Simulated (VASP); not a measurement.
A run of VASP 6.6.1:

File INCAR:

```
ALGO = Fast
EDIFF = 1E-7
ENCUT = 520
GGA = PS
ISIF = 2
ISMEAR = 0
LASPH = True
LCHARG = False
LREAL = False
LWAVE = False
NBANDS = 14
NELM = 100
PREC = Accurate
SIGMA = 0.15
```

The input KPOINTS:

```
k-points
0
Gamma
  22 22 22
```

Contents of POSCAR:

```
Rh
1.0
    0.0000000000      1.9015500000      1.9015500000
    1.9776120000      0.0000000000      1.9015500000
    1.9776120000      1.9015500000      0.0000000000
Rh
1
Direct
    0.0000000000      0.0000000000      0.0000000000
```

Potentials or basis: VASP PAW PBE potentials, release 64 (Rh_pv).

Run with:

```console
$ cat potpaw_PBE.64/Rh_pv/POTCAR > POTCAR
$ mpirun -np 1 vasp_std > vasp.out
```

Hardware: 1 thread of Intel(R) Xeon(R) 6975P-C (Granite Rapids) (shared host).

Q: Estimate the wall time of this run.

A: It took 74 s on 1 thread of Intel(R) Xeon(R) 6975P-C (Granite Rapids), with other jobs on the host, peak memory 0.25 GiB. Counts: scf iterations 13, k points 834.
